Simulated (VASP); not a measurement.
Write the native input for VASP 6.6.1 that does the following.

```
Task                   : single point
Functional             : LDA
Potentials or basis    : VASP PAW LDA potentials, release 64 (K_sv, Cl)
Cutoff                 : 500 eV
k mesh                 : 6 × 6 × 6
Occupations            : gaussian, width 0.02 eV
Spin                   : no spin polarisation
Dipole correction      : no
Further INCAR settings : ALGO = Normal; EDIFF = 1e-06; NBANDS = 15
```

The structure of KCl (vib) lies in POSCAR:

```
KCl
1.0
    0.0000000000      3.0390613406      3.0390613406
    3.0390613406      0.0000000000      3.0390613406
    3.0390613406      3.0390613406      0.0000000000
K Cl
1 1
Direct
    0.0000000000      0.0000000000      0.0000000000
    0.5000000000      0.5000000000      0.5000000000
```

The input as run:

INCAR

```
PREC = Accurate
ENCUT = 500
EDIFF = 1E-6
ISMEAR = 0
SIGMA = 0.02
LREAL = F
LASPH = T
NELM = 120
ALGO = Normal
ISIF = 2
LWAVE = F
LCHARG = T
LELF = T
LVHAR = T
NBANDS = 15
GGA_COMPAT = F
```

KPOINTS

```
regular mesh
0
Gamma
  6 6 6
```

Potentials or basis: VASP PAW LDA potentials, release 64 (K_sv, Cl).

The run is started by

```bash
$ cat potpaw_LDA.64/K_sv/POTCAR potpaw_LDA.64/Cl/POTCAR > POTCAR
$ mpirun -np 1 vasp_std > vasp.out
```

Results of the run:

```yaml
Pressure: 0.1 GPa
Band_gap_on_the_k_mesh: 5.11 eV, direct
```

Wall time 13 s on 1 thread of Intel Xeon 8259CL (shared host), peak memory 0.15 GiB.
